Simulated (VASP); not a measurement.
# Ge in VASP: single point with PBEsol

Aim: the single point of Ge with PBEsol.

Program: VASP 6.6.1. These are calculated values, not measurements. Logs are shortened: lines on timing, memory, paths and dates and some standing lists are left out, and cuts for length are marked.

### Step 1. The cell of the first run

The typed cell holds 1 atom: a = 2.824 Å, b = 2.824 Å, c = 2.661 Å, α = 90.00°, β = 90.00°, γ = 119.99°.

This isn't the form of Ge at room conditions, which is diamond.

### Step 2. Single point, PBEsol

Input file INCAR:

```
SYSTEM = Ge
PREC     = Accurate       ! precision mode
ENCUT    = 520            ! plane-wave cutoff, eV
EDIFF    = 1E-7           ! SCF threshold, eV
ISMEAR   = -1             ! smearing method
SIGMA    = 0.15           ! smearing width, eV
LREAL    = .False.        ! projectors in reciprocal space
LASPH    = .True.         ! aspherical terms in the spheres
NELM     = 80             ! most SCF steps
ALGO     = Normal         ! electronic algorithm
ISIF     = 2              ! what is computed and relaxed
LWAVE    = .False.        ! write WAVECAR
LCHARG   = .True.         ! write CHGCAR
GGA      = PS             ! functional
LELF     = .True.         ! ELF
LVHAR    = .True.       
NBANDS   = 13             ! bands
```

Input file KPOINTS:

```
regular mesh
0
Gamma
  12 12 11
  0 0 0
```

Input file POSCAR:

```
Ge
1.0
    1.4123388574     -2.4457337379      0.0000000000
    1.4123388574      2.4457337379      0.0000000000
    0.0000000000      0.0000000000      2.6611920539
Ge
1
Direct
    0.5000000000      0.5000000000      0.0000000000
```

Potentials or basis: VASP PAW PBE potentials, release 64 (Ge_d).

Launch:

```
cat potpaw_PBE.64/Ge_d/POTCAR > POTCAR
mpirun -np 1 vasp_std > vasp.out
```

OUTCAR:

```text
SYSTEM = Ge
   PREC = Accurate
   ENCUT = 520
   EDIFF = 1E-7
   ISMEAR = -1
   LREAL = .False.
   LASPH = .True.
   NELM = 80
   ISIF = 2
   GGA = PS

 ion  position               nearest neighbor table
   1  0.500  0.500  0.000-

  LATTYP: Found a base centered orthorhombic cell.
 ALAT       =     2.8246777148
 B/A-ratio  =     1.7316904687
 C/A-ratio  =     0.9421223667

  Lattice vectors:

 A1 = (   1.4123388574,  -2.4457337379,   0.0000000000)
 A2 = (   1.4123388574,   2.4457337379,   0.0000000000)
 A3 = (   0.0000000000,   0.0000000000,   2.6611920539)

Analysis of symmetry for initial positions (statically):
=====================================================================
 Subroutine PRICEL returns:
 Original cell was already a primitive cell.

 Routine SETGRP: Setting up the symmetry group for a
 base centered orthorhombic supercell.

 Subroutine GETGRP returns: Found  8 space group operations
 (whereof  8 operations were pure point group operations)
 out of a pool of  8 trial point group operations.

The static configuration has the point symmetry D_2h.

Analysis of symmetry for dynamics (positions and initial velocities):
=====================================================================
 Subroutine PRICEL returns:
 Original cell was already a primitive cell.

 Routine SETGRP: Setting up the symmetry group for a
 base centered orthorhombic supercell.

 Subroutine GETGRP returns: Found  8 space group operations
 (whereof  8 operations were pure point group operations)
 out of a pool of  8 trial point group operations.

The dynamic configuration has the point symmetry D_2h.

 Subroutine INISYM returns: Found  8 space group operations
 (whereof  8 operations are pure point group operations),
 and found     1 'primitive' translations

----------------------------------------------------------------------------------------

                                     Primitive cell

  volume of cell :      18.3846

  direct lattice vectors                    reciprocal lattice vectors
     1.412338857 -2.445733738  0.000000000     0.354022689 -0.204437626  0.000000000
     1.412338857  2.445733738  0.000000000     0.354022689  0.204437626  0.000000000
     0.000000000  0.000000000  2.661192054     0.000000000  0.000000000  0.375771451

  length of vectors
     2.824236988  2.824236988  2.661192054     0.408811457  0.408811457  0.375771451

  position of ions in fractional coordinates (direct lattice)
     0.500000000  0.500000000  0.000000000

  ion indices of the primitive-cell ions
   primitive index   ion index
                 1           1

----------------------------------------------------------------------------------------

 KPOINTS: regular mesh

Automatic generation of k-mesh.
 Grid dimensions read from file:
 generate k-points for:   12   12   11

 Generating k-lattice:

  Cartesian coordinates                     Fractional coordinates (reciprocal lattice)
     0.029501891 -0.017036469  0.000000000     0.083333333  0.000000000  0.000000000
     0.029501891  0.017036469  0.000000000     0.000000000  0.083333333  0.000000000
     0.000000000  0.000000000  0.034161041     0.000000000  0.000000000  0.090909091

  Length of vectors
     0.034067621  0.034067621  0.034161041

  Shift w.r.t. Gamma in fractional coordinates (k-lattice)
     0.000000000  0.000000000  0.000000000

 Subroutine IBZKPT returns following result:
 ===========================================

 Found    258 irreducible k-points:

 Following reciprocal coordinates:
            Coordinates               Weight
  0.000000  0.000000  0.000000      1.000000
  0.083333 -0.000000  0.000000      4.000000
  0.166667 -0.000000  0.000000      4.000000
  0.250000  0.000000  0.000000      4.000000
  0.333333  0.000000  0.000000      4.000000
  0.416667  0.000000  0.000000      4.000000
[... 16 lines left out ...]
  0.500000  0.166667  0.000000      4.000000
 -0.416667  0.166667  0.000000      4.000000
 [... further k-points ...]
   k-points           NKPTS =    258   k-points in BZ     NKDIM =    258   number of bands    NBANDS=     13
   number of dos      NEDOS =    301   number of ions     NIONS =      1
   total plane-waves  NPLWV =  11520
   dimension x,y,z NGX =    24 NGY =   24 NGZ =   20
   dimension x,y,z NGXF=    48 NGYF=   48 NGZF=   40
   ions per type =               1
   NGX,Y,Z   is equivalent  to a cutoff of  14.13, 14.13, 12.49 a.u.
   NGXF,Y,Z  is equivalent  to a cutoff of  28.25, 28.25, 24.99 a.u.
 SYSTEM =  Ge
   PREC   = accura    normal or accurate (medium, high low for compatibility)
   ISTART =      0    job   : 0-new  1-cont  2-samecut
   ICHARG =      2    charge: 1-file 2-atom 10-const
   ISPIN  =      1    spin polarized calculation?
   LNONCOLLINEAR =      F non collinear calculations
   LSORBIT =      F    spin-orbit coupling
   LASPH  =      T    aspherical Exc in radial PAW
   ENCUT  =  520.0 eV  38.22 Ry    6.18 a.u.   5.25  5.25  4.95*2*pi/ulx,y,z
   NELM   =     80;   NELMIN=  2; NELMDL= -5     # of ELM steps
   EDIFF  = 0.1E-06   stopping-criterion for ELM
   LREAL  =      F    real-space projection
   EDIFFG = 0.1E-05   stopping-criterion for IOM
   NSW    =      0    number of steps for IOM
   IBRION =     -1    ionic relax: 0-MD 1-quasi-New 2-CG
   NFREE  =      0    steps in history (QN), initial steepest desc. (CG)
   ISIF   =      2    stress and relaxation
   ISYM   =      2    0-nonsym 1-usesym 2-fastsym
   POTIM  = 0.5000    time-step for ionic-motion
   TEBEG  =    0.0;   TEEND  =   0.0 temperature during run
   PSTRESS=    0.0 pullay stress
   NELECT =      14.0000    total number of electrons
   NUPDOWN=      -1.0000    fix difference up-down
   EMIN   =  10.00;   EMAX   =-10.00  energy-range for DOS
   EFERMI =   0.00;   METHOD = LEGACY
   ISMEAR =    -1;   SIGMA  =   0.15  broadening in eV -4-tet -1-fermi 0-gaus
   EFERMI_NEDOS =   21; number of points for ismear=-14 and -15
   IALGO  =     38    algorithm
   IMIX   =      4    mixing-type and parameters
     AMIX     =   0.40;   BMIX     =  1.00
     AMIX_MAG =   1.60;   BMIX_MAG =  1.00
  volume/ion in A,a.u.               =      18.38       124.07
  Fermi-wavevector in a.u.,A,eV,Ry     =   1.494971  2.825085 30.408178  2.234938
  Thomas-Fermi vector in A             =   2.607176
   LORBIT       =      0    0 simple, 1 ext, 2 COOP (PROOUT), +10 PAW based schemes
   GGA     = PS    functional components
   LHFCALC =     F    Hartree Fock is set to
   AEXX    =    0.0000 exact exchange contribution
   IVDW    =     0    specifies the selected vdW correction
   LEPSILON=     F    determine dielectric tensor
   LRPA    =     F    only Hartree local field effects (RPA)
 non-spin polarized calculation
  energy-cutoff  :      520.00
  volume of cell :       18.38
 maximum number of plane-waves:       513
 NGX is ok and might be reduce to    24
   NGX = 11   NGY = 11   NGZ =  9

 number of electron      13.9999995 magnetization

 Free energy of the ion-electron system (eV)
  ---------------------------------------------------
  ext. energy  EPLUGINS =         0.00000000
  ---------------------------------------------------
  free energy    TOTEN  =        -4.77136803 eV

  energy without entropy =       -4.74407745  energy(sigma->0) =       -4.75772274

 E-fermi :   6.7985     XC(G=0): -11.5131

 val. band max:        6.6538054228   @ k =  -0.2500   0.2500   0.2727
 cond. band min:       6.8081699592   @ k =  -0.4167   0.0833   0.3636
 fundamental gap:      0.1543645363
 Fermi energy:         6.7985424625

 k-point     1 :       0.0000    0.0000    0.0000
  band No.  band energies     occupation
      1     -17.9408      2.00000
      2     -17.8378      2.00000
      3     -17.8376      2.00000
      4     -17.6796      2.00000
      5     -17.6796      2.00000
      6      -6.6355      2.00000
      7      13.4759      0.00000
      8      15.4201      0.00000
      9      15.4240      0.00000
     10      17.0475      0.00000
     11      21.2201      0.00000
     12      21.2263      0.00000
     13      22.0937      0.00000

 k-point     2 :       0.0833   -0.0000    0.0000
  band No.  band energies     occupation
      1     -17.9357      2.00000
      2     -17.8396      2.00000
      3     -17.8281      2.00000
      4     -17.6837      2.00000
      5     -17.6805      2.00000
      6      -6.4634      2.00000
      7      13.6455      0.00000
      8      13.6776      0.00000
      9      14.8469      0.00000
     10      17.4467      0.00000
     11      19.5514      0.00000
     12      22.1246      0.00000
     13      23.0981      0.00000

 k-point     3 :       0.1667   -0.0000    0.0000
  band No.  band energies     occupation
      1     -17.9240      2.00000
      2     -17.8430      2.00000
      3     -17.8019      2.00000
      4     -17.6948      2.00000
      5     -17.6831      2.00000
      6      -5.9471      2.00000
      7      10.7052      0.00000
      8      13.7161      0.00000
      9      14.1457      0.00000
     10      17.3199      0.00000
     11      18.7380      0.00000
     12      24.2287      0.00000
     13      25.1800      0.00000

 k-point     4 :       0.2500    0.0000    0.0000
  band No.  band energies     occupation
      1     -17.9149      2.00000
      2     -17.8412      2.00000
      3     -17.7660      2.00000
      4     -17.7099      2.00000
      5     -17.6867      2.00000
      6      -5.0888      2.00000
      7       7.6670      0.00610
      8      12.6240      0.00000
      9      14.9460      0.00000
     10      16.4290      0.00000
     11      19.2984      0.00000
     12      26.9493      0.00000
     13      27.3689      0.00000

 k-point     5 :       0.3333    0.0000    0.0000
  band No.  band energies     occupation
      1     -17.9154      2.00000
      2     -17.8308      2.00000
      3     -17.7298      2.00000
      4     -17.7249      2.00000
      5     -17.6903      2.00000
      6      -3.9021      2.00000
      7       4.8464      2.00000
      8      11.7764      0.00000
      9      15.6835      0.00000
     10      15.9704      0.00000
     11      20.3439      0.00000
     12      26.5345      0.00000
     13      27.3812      0.00000
[... 257 lines left out ...]
 k-point    22 :       0.4167    0.1667    0.0000
  band No.  band energies     occupation
      1     -17.8890      2.00000
      2     -17.8125      2.00000
      3     -17.7348      2.00000
      4     -17.7192      2.00000
      5     -17.7034      2.00000
      6      -0.9791      2.00000
      7       1.5597      2.00000
      8       7.0938      0.24515
      9      17.8655      0.00000
     10      19.9490      0.00000
     11      23.7878      0.00000
     12      23.9923      0.00000
     13      24.1818      0.00000

 k-point    23 :       0.5000    0.1667    0.0000
  band No.  band energies     occupation
      1     -17.8882      2.00000
      2     -17.8207      2.00000
      3     -17.7322      2.00000
      4     -17.7223      2.00000
      5     -17.7017      2.00000
      6      -1.9838      2.00000
      7       2.8662      2.00000
      8       7.3061      0.06561
      9      17.3863      0.00000
     10      20.0399      0.00000
     11      22.2590      0.00000
     12      24.9369      0.00000
     13      25.6140      0.00000

 k-point    24 :      -0.4167    0.1667    0.0000
  band No.  band energies     occupation
      1     -17.8887      2.00000
      2     -17.8374      2.00000
      3     -17.7336      2.00000
      4     -17.7249      2.00000
      5     -17.6972      2.00000
      6      -3.4003      2.00000
      7       5.1298      1.99997
      8       7.9880      0.00072
      9      16.3965      0.00000
     10      20.0772      0.00000
     11      21.1314      0.00000
     12      24.9544      0.00000
     13      26.7014      0.00000

 [... further k-points ...]

------------------------ aborting loop because EDIFF is reached ----------------------------------------

  FORCE on cell =-STRESS in cart. coord.  units (eV):
  Direction    XX          YY          ZZ          XY          YZ          ZX
  --------------------------------------------------------------------------------------
  -------------------------------------------------------------------------------------
  Total       -0.0080099     -0.0063148     -0.0128735      0.0000000      0.0000000      0.0000000
  in kB       -0.6980483     -0.5503206     -1.1218936      0.0000000      0.0000000      0.0000000
  external PRESSURE =      -0.7900875 kB  Pullay stress =       0.0000000 kB

 VOLUME and BASIS-vectors are now :
 -----------------------------------------------------------------------------
  energy-cutoff  :      520.00
  volume of cell :       18.38
      direct lattice vectors                 reciprocal lattice vectors
     1.412338857 -2.445733738  0.000000000     0.354022689 -0.204437626  0.000000000
     1.412338857  2.445733738  0.000000000     0.354022689  0.204437626  0.000000000
     0.000000000  0.000000000  2.661192054     0.000000000  0.000000000  0.375771451

 POSITION                                       TOTAL-FORCE (eV/Angst)
 -----------------------------------------------------------------------------------
      1.41234      0.00000      0.00000        -0.000000      0.000000      0.000000
 -----------------------------------------------------------------------------------
    total drift:                               -0.000000     -0.000000     -0.000000

  FREE ENERGIE OF THE ION-ELECTRON SYSTEM (eV)
  ---------------------------------------------------
  free  energy   TOTEN  =        -4.7713680261 eV

  energy  without entropy=       -4.7440774496  energy(sigma->0) =       -4.75772274
```

Wall time 52 s (1 thread of Intel Xeon 8259CL, shared host); peak memory 0.18 GiB.

What came out:

```yaml
Free_energy: -4.7714 eV
Pressure: -0.1 GPa
Band_gap_on_the_k_mesh: zero (bands 7 and 8 overlap by 10.44 eV)
```

Levels at points of the mesh, in eV from the Fermi level:
| k point | band 5 | band 6 | band 7 | band 8 | band 9 | band 10 |
| --- | --- | --- | --- | --- | --- | --- |
| (0.00, 0.00, 0.00) | -24.48 | -13.43 | 6.68 | 8.62 | 8.63 | 10.25 |
| (0.50, 0.00, 0.00) | -24.49 | -8.19 | -5.80 | 4.27 | 8.28 | 10.73 |
| (0.50, 0.50, 0.00) | -24.49 | -8.19 | -5.80 | 4.26 | 8.27 | 10.73 |

Caveat: the PAW data sets were made with another functional, which shifts forces and pressure a little.

The gap in the log of VASP goes by the Fermi energy; the results here count the filled bands.